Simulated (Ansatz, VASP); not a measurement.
## One calculation of Nb, two programs

```
Nb
1.0
    -1.66469    1.66469    1.66469
     1.66469   -1.66469    1.66469
     1.66469    1.66469   -1.66469
Nb
1
Cartesian
  0.0000 0.0000 0.0000
```

Alike in both runs: task single point; functional LDA; k mesh 22 × 22 × 22; occupations fermi-dirac, width 0.05 eV; collinear spin.

|  | VASP | Ansatz |
| --- | --- | --- |
| version | VASP 6.6.1 | Ansatz 0.2.0 |
| potentials or method | VASP PAW LDA potentials, release 64 (Nb_sv), cutoff 520 eV | plane waves (420 eV) with PAW, scalar-relativistic |
| valence electrons in the cell | 13 | 13 |

VASP gave:

* pressure (GPa): -12.5
* net moment per atom (μB): 0.00

Problem. What did Ansatz give for the same quantities?

Solution. Pressure (GPa): -12.4; net moment per atom (μB): 0.00.

Ansatz warns that its potentials were made for another functional, while VASP's fit it. LDA's correlation is that of Perdew and Zunger in VASP and of Perdew and Wang (1992) in Ansatz. Ansatz's warnings: seeded moment not kept.
